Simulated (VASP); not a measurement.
# C in VASP: relaxation of the atoms with PBE

Aim: the relaxation of the atoms of C with PBE.

All numbers are computed with VASP 6.6.1; they aren't measurements. Logs are shortened: lines on timing, memory, paths and dates and some standing lists are left out, and cuts for length are marked.

## 1. The cell of the first run

The cell holds a slab with vacuum, 4 atoms: a = 2.526 Å, b = 2.526 Å, c = 18.679 Å, α = 90.00°, β = 90.00°, γ = 90.00°.

## 2. Relaxation of the atoms, PBE

The input, INCAR:

```
SYSTEM = C
PREC = Accurate
ENCUT = 520
EDIFF = 1E-7
ISMEAR = -1
SIGMA = 0.02
LREAL = .FALSE.
LASPH = .TRUE.
NELM = 100
ALGO = Normal
ISIF = 2
LWAVE = .FALSE.
LCHARG = .FALSE.
LDIPOL = .TRUE.
IDIPOL = 3
DIPOL = 0.5 0.5 0.500
GGA = PE
IBRION = 2
NSW = 60
EDIFFG = -0.01
```

The input, KPOINTS:

```
regular mesh
0
G
  12 12 1
  0 0 0
```

The input, POSCAR:

```
C
1.0
    2.5255274270      0.0000000000      0.0000000000
    0.0000000000      2.5255274270      0.0000000000
    0.0000000000      0.0000000000     18.6787000000
C
4
Direct
    0.0000000000      0.2500000000      0.4282946256
    0.5000000000      0.2500000000      0.4760982085
    0.5000000000      0.7500000000      0.5239017915
    0.0000000000      0.7500000000      0.5717053744
```

Potentials or basis: VASP PAW PBE potentials, release 64 (C).

Run with:

```sh
> cat potpaw_PBE.64/C/POTCAR > POTCAR
> mpirun -np 1 vasp_std > vasp.out
```

OUTCAR:

```text
SYSTEM = C
   PREC = Accurate
   ENCUT = 520
   EDIFF = 1E-7
   ISMEAR = -1
   LREAL = .FALSE.
   LASPH = .TRUE.
   NELM = 100
   ISIF = 2
   GGA = PE
   IBRION = 2
   NSW = 60
   EDIFFG = -0.01

 ion  position               nearest neighbor table
   1  0.000  0.250  0.428-   2 1.55   2 1.55
   2  0.500  0.250  0.476-   1 1.55   1 1.55   3 1.55   3 1.55
   3  0.500  0.750  0.524-   4 1.55   4 1.55   2 1.55   2 1.55
   4  0.000  0.750  0.572-   3 1.55   3 1.55

  LATTYP: Found a simple tetragonal cell.
 ALAT       =     2.5255274270
 C/A-ratio  =     7.3959600677

  Lattice vectors:

 A1 = (   2.5255274270,   0.0000000000,   0.0000000000)
 A2 = (   0.0000000000,   2.5255274270,   0.0000000000)
 A3 = (   0.0000000000,   0.0000000000,  18.6787000000)

Analysis of symmetry for initial positions (statically):
=====================================================================
 Subroutine PRICEL returns:
 Original cell was already a primitive cell.

 Routine SETGRP: Setting up the symmetry group for a
 simple tetragonal supercell.

 Subroutine GETGRP returns: Found  8 space group operations
 (whereof  4 operations were pure point group operations)
 out of a pool of 16 trial point group operations.

The static configuration has the point symmetry C_2h.
 The point group associated with its full space group is D_2h.

Analysis of symmetry for dynamics (positions and initial velocities):
=====================================================================
 Subroutine PRICEL returns:
 Original cell was already a primitive cell.

 Routine SETGRP: Setting up the symmetry group for a
 simple tetragonal supercell.

 Subroutine GETGRP returns: Found  8 space group operations
 (whereof  4 operations were pure point group operations)
 out of a pool of 16 trial point group operations.

The dynamic configuration has the point symmetry C_2h.
 The point group associated with its full space group is D_2h.

 Subroutine INISYM returns: Found  8 space group operations
 (whereof  4 operations are pure point group operations),
 and found     1 'primitive' translations

----------------------------------------------------------------------------------------

                                     Primitive cell

  volume of cell :     119.1381

  direct lattice vectors                    reciprocal lattice vectors
     2.525527427  0.000000000  0.000000000     0.395956896  0.000000000  0.000000000
     0.000000000  2.525527427  0.000000000     0.000000000  0.395956896  0.000000000
     0.000000000  0.000000000 18.678700000     0.000000000  0.000000000  0.053536916

  length of vectors
     2.525527427  2.525527427 18.678700000     0.395956896  0.395956896  0.053536916

  position of ions in fractional coordinates (direct lattice)
     0.000000000  0.250000000  0.428294626
     0.500000000  0.250000000  0.476098208
     0.500000000  0.750000000  0.523901792
     0.000000000  0.750000000  0.571705374

  ion indices of the primitive-cell ions
   primitive index   ion index
                 1           1
                 2           2
                 3           3
                 4           4

----------------------------------------------------------------------------------------

 KPOINTS: regular mesh

Automatic generation of k-mesh.
 Grid dimensions read from file:
 generate k-points for:   12   12    1

 Generating k-lattice:

  Cartesian coordinates                     Fractional coordinates (reciprocal lattice)
     0.032996408  0.000000000  0.000000000     0.083333333  0.000000000  0.000000000
     0.000000000  0.032996408  0.000000000     0.000000000  0.083333333  0.000000000
     0.000000000  0.000000000  0.053536916     0.000000000  0.000000000  1.000000000

[... 56 lines left out ...]
   EDIFF  = 0.1E-06   stopping-criterion for ELM
   LREAL  =      F    real-space projection
   EDIFFG = -.1E-01   stopping-criterion for IOM
   NSW    =     60    number of steps for IOM
   IBRION =      2    ionic relax: 0-MD 1-quasi-New 2-CG
   NFREE  =      1    steps in history (QN), initial steepest desc. (CG)
   ISIF   =      2    stress and relaxation
   ISYM   =      2    0-nonsym 1-usesym 2-fastsym
   POTIM  = 0.5000    time-step for ionic-motion
   TEBEG  =    0.0;   TEEND  =   0.0 temperature during run
   PSTRESS=    0.0 pullay stress
   NELECT =      16.0000    total number of electrons
   NUPDOWN=      -1.0000    fix difference up-down
   EMIN   =  10.00;   EMAX   =-10.00  energy-range for DOS
   EFERMI =   0.00;   METHOD = LEGACY
   ISMEAR =    -1;   SIGMA  =   0.02  broadening in eV -4-tet -1-fermi 0-gaus
   EFERMI_NEDOS =   21; number of points for ismear=-14 and -15
   IALGO  =     38    algorithm
   IMIX   =      4    mixing-type and parameters
     AMIX     =   0.40;   BMIX     =  1.00
     AMIX_MAG =   1.60;   BMIX_MAG =  1.00
  volume/ion in A,a.u.               =      29.78       201.00
  Fermi-wavevector in a.u.,A,eV,Ry     =   0.838361  1.584273  9.562850  0.702850
  Thomas-Fermi vector in A             =   1.952403
   LORBIT       =      0    0 simple, 1 ext, 2 COOP (PROOUT), +10 PAW based schemes
   GGA     = PE    functional components
   LHFCALC =     F    Hartree Fock is set to
   AEXX    =    0.0000 exact exchange contribution
   IVDW    =     0    specifies the selected vdW correction
   LEPSILON=     F    determine dielectric tensor
   LRPA    =     F    only Hartree local field effects (RPA)
 conjugate gradient relaxation of ions
 non-spin polarized calculation
  energy-cutoff  :      520.00
  volume of cell :      119.14
 maximum number of plane-waves:      3249
   NGX =  9   NGY =  9   NGZ = 69

--------------------------------------- Ionic step        1  -------------------------------------------

 number of electron      16.0000001 magnetization

 Free energy of the ion-electron system (eV)
  ---------------------------------------------------
  ext. energy  EPLUGINS =         0.00000000
  ---------------------------------------------------
  free energy    TOTEN  =       -29.80404347 eV

  energy without entropy =      -29.80098421  energy(sigma->0) =      -29.80251384

------------------------ aborting loop because EDIFF is reached ----------------------------------------

  FORCE on cell =-STRESS in cart. coord.  units (eV):
  Direction    XX          YY          ZZ          XY          YZ          ZX
  --------------------------------------------------------------------------------------
  -------------------------------------------------------------------------------------
  Total       -2.7726692     -4.6959668     -4.1443059      0.0000000      0.0000000      0.0000000
  in kB      -37.2870319    -63.1516603    -55.7328892      0.0000000      0.0000000      0.0000000
  external PRESSURE =     -52.0571938 kB  Pullay stress =       0.0000000 kB
[... 95 lines left out ...]
  FREE ENERGIE OF THE ION-ELECTRON SYSTEM (eV)
  ---------------------------------------------------
  free  energy   TOTEN  =       -30.3805822170 eV

  energy  without entropy=      -30.3793410347  energy(sigma->0) =      -30.37996163

[... ionic steps 4 to 7 ...]

--------------------------------------- Ionic step        8  -------------------------------------------

 number of electron      16.0000001 magnetization

------------------------ aborting loop because EDIFF is reached ----------------------------------------
[... 33 lines left out ...]
--------------------------------------- Ionic step        9  -------------------------------------------

 number of electron      16.0000001 magnetization

 dipolmoment           0.000000      0.000000      0.000000 electrons x Angstroem

------------------------ aborting loop because EDIFF is reached ----------------------------------------

  FORCE on cell =-STRESS in cart. coord.  units (eV):
  Direction    XX          YY          ZZ          XY          YZ          ZX
  --------------------------------------------------------------------------------------
  -------------------------------------------------------------------------------------
  Total       -3.8549801      0.0782315      0.0295947      0.0000000      0.0000000      0.0000000
  in kB      -51.8420175      1.0520617      0.3979911      0.0000000      0.0000000      0.0000000
  external PRESSURE =     -16.7973216 kB  Pullay stress =       0.0000000 kB
[... 25 lines left out ...]
--------------------------------------- Ionic step       10  -------------------------------------------

 number of electron      16.0000001 magnetization

 dipolmoment           0.000000      0.000000     -0.000000 electrons x Angstroem

 Free energy of the ion-electron system (eV)
  ---------------------------------------------------
  ext. energy  EPLUGINS =         0.00000000
  ---------------------------------------------------
  free energy    TOTEN  =       -30.38349346 eV

  energy without entropy =      -30.38182493  energy(sigma->0) =      -30.38265919

 E-fermi :  -3.5840     XC(G=0):  -3.6546

 val. band max:       -3.7171318879   @ k =   0.0833   0.0833   0.0000
 cond. band min:      -3.5809364044   @ k =   0.2500   0.0000   0.0000
 fundamental gap:      0.1361954836
 Fermi energy:        -3.5840036479

 k-point     1 :       0.0000    0.0000    0.0000
  band No.  band energies     occupation
      1     -23.2302      2.00000
      2     -19.0982      2.00000
      3     -11.8116      2.00000
      4      -9.9824      2.00000
      5      -7.9184      2.00000
      6      -7.1962      2.00000
      7      -5.5356      2.00000
      8      -2.9211      0.00000
      9      -2.5212      0.00000
     10       1.9659      0.00000
     11       2.2024      0.00000
     12       3.0407      0.00000
[... 331 lines left out ...]
 k-point    24 :      -0.0833    0.5000    0.0000
  band No.  band energies     occupation
      1     -19.3353      2.00000
      2     -19.3353      2.00000
      3     -12.7074      2.00000
      4     -12.7074      2.00000
      5      -8.8378      2.00000
      6      -8.8378      2.00000
      7      -5.8535      2.00000
      8      -5.8535      2.00000
      9      -1.4723      0.00000
     10      -1.4723      0.00000
     11       5.5332      0.00000
     12       5.5332      0.00000

 [... further k-points ...]

------------------------ aborting loop because EDIFF is reached ----------------------------------------

 vacuum level on the upper side and lower side of the slab       (xc-potential included)        -0.008        -0.008

  FORCE on cell =-STRESS in cart. coord.  units (eV):
  Direction    XX          YY          ZZ          XY          YZ          ZX
  --------------------------------------------------------------------------------------
  -------------------------------------------------------------------------------------
  Total       -3.8701145      0.0963398     -0.0208112      0.0000000      0.0000000      0.0000000
  in kB      -52.0455462      1.2955836     -0.2798700      0.0000000      0.0000000      0.0000000
  external PRESSURE =     -17.0099442 kB  Pullay stress =       0.0000000 kB
[... 19 lines left out ...]
  FREE ENERGIE OF THE ION-ELECTRON SYSTEM (eV)
  ---------------------------------------------------
  free  energy   TOTEN  =       -30.3834934556 eV

  energy  without entropy=      -30.3818249266  energy(sigma->0) =      -30.38265919

 reached required accuracy - stopping structural energy minimisation

 vacuum level on the upper side and lower side of the slab         3.145         3.145
```

Run time: 9.4 min. Hardware: 1 thread of Intel Xeon 8259CL, shared host; peak memory 0.25 GiB.

Results:

```
Free energy               : -30.3835 eV
Energy gained by relaxing : 144.9 meV/atom
Ionic steps               : 10
Band gap on the k mesh    : zero (bands 8 and 9 overlap by 1.19 eV)
```

Step by step:
```
step  energy change (eV)  largest force (eV/Å)  pressure (GPa)
   1              0.0000                3.2695           -5.21
   2             -0.5421                0.9127            0.22
   3             -0.5765                0.1555           -1.59
   4             -0.5764                0.1386           -1.71
   5             -0.5781                0.1037           -1.88
   6             -0.5783                0.0893           -1.96
   7             -0.5792                0.0349           -1.80
   8             -0.5794                0.0165           -1.69
   9             -0.5794                0.0184           -1.68
  10             -0.5794                0.0019           -1.70
```

Final structure:
```cif
data_structure
_symmetry_space_group_name_H-M 'P 1'
_symmetry_Int_Tables_number 1
_cell_length_a 2.5255
_cell_length_b 2.5255
_cell_length_c 18.6787
_cell_angle_alpha 90.000
_cell_angle_beta 90.000
_cell_angle_gamma 90.000
_cell_volume 119.14
loop_
_atom_site_label
_atom_site_type_symbol
_atom_site_fract_x
_atom_site_fract_y
_atom_site_fract_z
_atom_site_occupancy
C1 C 0.00000 0.25000 0.43307 1
C2 C 0.50000 0.25000 0.46872 1
C3 C 0.50000 0.75000 0.53128 1
C4 C 0.00000 0.75000 0.56693 1
```
